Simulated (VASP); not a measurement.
# GaN (I-4m2) in VASP: notebook, part 2 of 2

VASP 6.6.1. The steps go on from the part before.

## 3. Single point, PBE (strain -0.0450 x Voigt [0, 0, 1, 0, 0, 0])

File INCAR:

```
SYSTEM = GaN
PREC = Accurate
ENCUT = 520
EDIFF = 1E-6
ISMEAR = 0
SIGMA = 0.05
LREAL = .FALSE.
LASPH = .TRUE.
NELM = 60
ALGO = Normal
ISIF = 2
LWAVE = .FALSE.
LCHARG = .FALSE.
GGA = PE
NBANDS = 16
```

File KPOINTS:

```
regular mesh
0
G
  10 10 10
  0 0 0
```

File POSCAR:

```
GaN
1.0
    0.0000000000      2.2742384873      2.1718977554
    2.2742384873      0.0000000000      2.1718977554
    2.2742384873      2.2742384873      0.0000000000
Ga N
1 1
Direct
    0.0000000000      0.0000000000      0.0000000000
    0.7500000000      0.7500000000      0.7500000000
```

Potentials or basis: VASP PAW PBE potentials, release 64 (Ga_d, N).

Launch:

```
$ cat potpaw_PBE.64/Ga_d/POTCAR potpaw_PBE.64/N/POTCAR > POTCAR
$ mpirun -np 1 vasp_std > vasp.out
```

OUTCAR:

```text
SYSTEM = GaN
   PREC = Accurate
   ENCUT = 520
   EDIFF = 1E-6
   ISMEAR = 0
   LREAL = .FALSE.
   LASPH = .TRUE.
   NELM = 60
   ISIF = 2
   GGA = PE

 ion  position               nearest neighbor table
   1  0.000  0.000  0.000-   2 1.94   2 1.94   2 1.94   2 1.94
   2  0.750  0.750  0.750-   1 1.94   1 1.94   1 1.94   1 1.94

  LATTYP: Found a body centered tetragonal cell.
 ALAT       =     3.2162589128
 C/A-ratio  =     1.3505739521

  Lattice vectors:

 A1 = (   0.0000000000,  -2.2742384873,  -2.1718977554)
 A2 = (   0.0000000000,   2.2742384873,  -2.1718977554)
 A3 = (   2.2742384873,   0.0000000000,   2.1718977554)

Analysis of symmetry for initial positions (statically):
=====================================================================
 Subroutine PRICEL returns:
 Original cell was already a primitive cell.

 Routine SETGRP: Setting up the symmetry group for a
 body centered tetragonal supercell.

 Subroutine GETGRP returns: Found  8 space group operations
 (whereof  8 operations were pure point group operations)
 out of a pool of 16 trial point group operations.

The static configuration has the point symmetry D_2d.

Analysis of symmetry for dynamics (positions and initial velocities):
=====================================================================
 Subroutine PRICEL returns:
 Original cell was already a primitive cell.

 Routine SETGRP: Setting up the symmetry group for a
 body centered tetragonal supercell.

 Subroutine GETGRP returns: Found  8 space group operations
 (whereof  8 operations were pure point group operations)
 out of a pool of 16 trial point group operations.

The dynamic configuration has the point symmetry D_2d.

 Subroutine INISYM returns: Found  8 space group operations
 (whereof  8 operations are pure point group operations),
 and found     1 'primitive' translations

----------------------------------------------------------------------------------------

                                     Primitive cell

  volume of cell :      22.4668

  direct lattice vectors                    reciprocal lattice vectors
     0.000000000  2.274238487  2.171897755    -0.219853812  0.219853812  0.230213415
     2.274238487  0.000000000  2.171897755     0.219853812 -0.219853812  0.230213415
     2.274238487  2.274238487  0.000000000     0.219853812  0.219853812 -0.230213415

  length of vectors
     3.144725832  3.144725832  3.216258913     0.386871572  0.386871572  0.386871572

  position of ions in fractional coordinates (direct lattice)
     0.000000000  0.000000000  0.000000000
     0.750000000  0.750000000  0.750000000

  ion indices of the primitive-cell ions
   primitive index   ion index
                 1           1
                 2           2

----------------------------------------------------------------------------------------

 KPOINTS: regular mesh

Automatic generation of k-mesh.
 Grid dimensions read from file:
 generate k-points for:   10   10   10

 Generating k-lattice:

  Cartesian coordinates                     Fractional coordinates (reciprocal lattice)
    -0.021985381  0.021985381  0.023021342     0.100000000 -0.000000000  0.000000000
     0.021985381 -0.021985381  0.023021342    -0.000000000  0.100000000  0.000000000
     0.021985381  0.021985381 -0.023021342     0.000000000  0.000000000  0.100000000

  Length of vectors
     0.038687157  0.038687157  0.038687157

  Shift w.r.t. Gamma in fractional coordinates (k-lattice)
     0.000000000  0.000000000  0.000000000

 Subroutine IBZKPT returns following result:
 ===========================================

 Found    102 irreducible k-points:

 Following reciprocal coordinates:
            Coordinates               Weight
  0.000000  0.000000  0.000000      1.000000
  0.100000 -0.000000  0.000000      8.000000
  0.200000 -0.000000  0.000000      8.000000
  0.300000 -0.000000  0.000000      8.000000
  0.400000 -0.000000  0.000000      8.000000
  0.500000 -0.000000  0.000000      4.000000
[... 16 lines left out ...]
  0.300000  0.300000  0.000000      2.000000
  0.400000  0.300000  0.000000      8.000000
 [... further k-points ...]
   k-points           NKPTS =    102   k-points in BZ     NKDIM =    102   number of bands    NBANDS=     16
   number of dos      NEDOS =    301   number of ions     NIONS =      2
   total plane-waves  NPLWV =  13824
   dimension x,y,z NGX =    24 NGY =   24 NGZ =   24
   dimension x,y,z NGXF=    48 NGYF=   48 NGZF=   48
   ions per type =               1   1
   NGX,Y,Z   is equivalent  to a cutoff of  12.69, 12.69, 12.41 a.u.
   NGXF,Y,Z  is equivalent  to a cutoff of  25.38, 25.38, 24.81 a.u.
 SYSTEM =  GaN
   PREC   = accura    normal or accurate (medium, high low for compatibility)
   ISTART =      0    job   : 0-new  1-cont  2-samecut
   ICHARG =      2    charge: 1-file 2-atom 10-const
   ISPIN  =      1    spin polarized calculation?
   LNONCOLLINEAR =      F non collinear calculations
   LSORBIT =      F    spin-orbit coupling
   LASPH  =      T    aspherical Exc in radial PAW
   ENCUT  =  520.0 eV  38.22 Ry    6.18 a.u.   5.85  5.85  5.98*2*pi/ulx,y,z
   NELM   =     60;   NELMIN=  2; NELMDL= -5     # of ELM steps
   EDIFF  = 0.1E-05   stopping-criterion for ELM
   LREAL  =      F    real-space projection
   EDIFFG = 0.1E-04   stopping-criterion for IOM
   NSW    =      0    number of steps for IOM
   IBRION =     -1    ionic relax: 0-MD 1-quasi-New 2-CG
   NFREE  =      0    steps in history (QN), initial steepest desc. (CG)
   ISIF   =      2    stress and relaxation
   ISYM   =      2    0-nonsym 1-usesym 2-fastsym
   POTIM  = 0.5000    time-step for ionic-motion
   TEBEG  =    0.0;   TEEND  =   0.0 temperature during run
   PSTRESS=    0.0 pullay stress
   NELECT =      18.0000    total number of electrons
   NUPDOWN=      -1.0000    fix difference up-down
   EMIN   =  10.00;   EMAX   =-10.00  energy-range for DOS
   EFERMI =   0.00;   METHOD = LEGACY
   ISMEAR =     0;   SIGMA  =   0.05  broadening in eV -4-tet -1-fermi 0-gaus
   EFERMI_NEDOS =   21; number of points for ismear=-14 and -15
   IALGO  =     38    algorithm
   IMIX   =      4    mixing-type and parameters
     AMIX     =   0.40;   BMIX     =  1.00
     AMIX_MAG =   1.60;   BMIX_MAG =  1.00
  volume/ion in A,a.u.               =      11.23        75.81
  Fermi-wavevector in a.u.,A,eV,Ry     =   1.520496  2.873320 31.455408  2.311907
  Thomas-Fermi vector in A             =   2.629338
   LORBIT       =      0    0 simple, 1 ext, 2 COOP (PROOUT), +10 PAW based schemes
   GGA     = PE    functional components
   LHFCALC =     F    Hartree Fock is set to
   AEXX    =    0.0000 exact exchange contribution
   IVDW    =     0    specifies the selected vdW correction
   LEPSILON=     F    determine dielectric tensor
   LRPA    =     F    only Hartree local field effects (RPA)
 non-spin polarized calculation
 Gauss-broadening in eV      SIGMA  =   0.05
  energy-cutoff  :      520.00
  volume of cell :       22.47
 maximum number of plane-waves:       620
   NGX = 11   NGY = 11   NGZ = 11

 number of electron      18.0000006 magnetization

 Free energy of the ion-electron system (eV)
  ---------------------------------------------------
  ext. energy  EPLUGINS =         0.00000000
  ---------------------------------------------------
  free energy    TOTEN  =       -12.11394561 eV

  energy without entropy =      -12.11394561  energy(sigma->0) =      -12.11394561

 E-fermi :   5.8319     XC(G=0): -11.7690

 val. band max:        5.6163591358   @ k =   0.0000   0.0000   0.0000
 cond. band min:       7.3242508854   @ k =   0.0000   0.0000   0.0000
 fundamental gap:      1.7078917496
 Fermi energy:         5.8319398699

 k-point     1 :       0.0000    0.0000    0.0000
  band No.  band energies     occupation
      1     -10.6046      2.00000
      2      -7.9917      2.00000
      3      -7.9917      2.00000
      4      -7.9432      2.00000
      5      -7.6409      2.00000
      6      -7.6374      2.00000
[... 8 lines left out ...]
     15      23.9887      0.00000
     16      23.9887      0.00000
[... 419 lines left out ...]
 k-point    24 :       0.4000    0.3000    0.0000
  band No.  band energies     occupation
      1      -9.5532      2.00000
      2      -7.8581      2.00000
      3      -7.7498      2.00000
      4      -7.7481      2.00000
      5      -7.5642      2.00000
      6      -6.6228      2.00000
[... 8 lines left out ...]
     15      27.7115      0.00000
     16      27.9065      0.00000

 [... further k-points ...]

------------------------ aborting loop because EDIFF is reached ----------------------------------------

  FORCE on cell =-STRESS in cart. coord.  units (eV):
  Direction    XX          YY          ZZ          XY          YZ          ZX
  --------------------------------------------------------------------------------------
  -------------------------------------------------------------------------------------
  Total        0.9861452      0.9861452      1.6690606      0.0000000      0.0000000     -0.0000000
  in kB       70.3250533     70.3250533    119.0258508      0.0000000      0.0000000     -0.0000000
  external PRESSURE =      86.5586525 kB  Pullay stress =       0.0000000 kB

 VOLUME and BASIS-vectors are now :
 -----------------------------------------------------------------------------
  energy-cutoff  :      520.00
  volume of cell :       22.47
      direct lattice vectors                 reciprocal lattice vectors
     0.000000000  2.274238487  2.171897755    -0.219853812  0.219853812  0.230213415
     2.274238487  0.000000000  2.171897755     0.219853812 -0.219853812  0.230213415
     2.274238487  2.274238487  0.000000000     0.219853812  0.219853812 -0.230213415

 POSITION                                       TOTAL-FORCE (eV/Angst)
 -----------------------------------------------------------------------------------
      0.00000      0.00000      0.00000         0.000000      0.000000      0.000000
      3.41136      3.41136      3.25785        -0.000000     -0.000000     -0.000000
 -----------------------------------------------------------------------------------
    total drift:                               -0.000001     -0.000001     -0.000001

  FREE ENERGIE OF THE ION-ELECTRON SYSTEM (eV)
  ---------------------------------------------------
  free  energy   TOTEN  =       -12.1139456100 eV

  energy  without entropy=      -12.1139456100  energy(sigma->0) =      -12.11394561
```

OSZICAR:

```text
N       E                     dE             d eps       ncg     rms          rms(c)
DAV:   1     0.780676242214E+02    0.78068E+02   -0.93234E+03  3696   0.202E+03
DAV:   2    -0.862527043211E+01   -0.86693E+02   -0.81083E+02  3656   0.323E+02
DAV:   3    -0.140828267283E+02   -0.54576E+01   -0.54345E+01  3840   0.686E+01
DAV:   4    -0.141437086526E+02   -0.60882E-01   -0.60873E-01  4040   0.771E+00
DAV:   5    -0.141445014412E+02   -0.79279E-03   -0.79278E-03  3992   0.796E-01    0.778E+00
DAV:   6    -0.121114211121E+02    0.20331E+01   -0.48852E+00  4928   0.403E+01    0.268E+00
DAV:   7    -0.121215659523E+02   -0.10145E-01   -0.33076E-01  3624   0.654E+00    0.178E+00
DAV:   8    -0.121177763631E+02    0.37896E-02   -0.54889E-02  3736   0.331E+00    0.765E-01
DAV:   9    -0.121137115561E+02    0.40648E-02   -0.14543E-02  4904   0.281E+00    0.190E-01
DAV:  10    -0.121140373799E+02   -0.32582E-03   -0.15622E-03  3920   0.562E-01    0.900E-02
DAV:  11    -0.121139406976E+02    0.96682E-04   -0.28625E-04  4896   0.252E-01    0.984E-03
DAV:  12    -0.121139458770E+02   -0.51794E-05   -0.29441E-05  3856   0.531E-02    0.113E-02
DAV:  13    -0.121139456100E+02    0.26703E-06   -0.68551E-07  3040   0.151E-02
   1 F= -.12113946E+02 E0= -.12113946E+02  d E =-.238150E-12
```

stdout:

```text
POSCAR found type information on POSCAR GaN
 POSCAR found :  2 types and       2 ions
 scaLAPACK will be used
 LDA part: xc-table for (Slater+PW92), standard interpolation
 POSCAR, INCAR and KPOINTS ok, starting setup
 FFT: planning ... GRIDC
 FFT: planning ... GRID_SOFT
 FFT: planning ... GRID
 WAVECAR not read
 entering main loop
```

Wall time 36 s (1 thread of Intel Xeon 8259CL, shared host); peak memory 0.16 GiB.

What came out:

| Property | Result |
| --- | --- |
| Free energy | -12.1139 eV |
| Pressure | 8.7 GPa |
| Band gap on the k mesh | 1.71 eV, direct |

Stress tensor (GPa, compression positive):
```
 7.03  0.00  0.00
 0.00  7.03  0.00
 0.00  0.00 11.90
```

Caveat: the cell differs from its parent crystal (strain -0.0450 x Voigt [0, 0, 1, 0, 0, 0]).
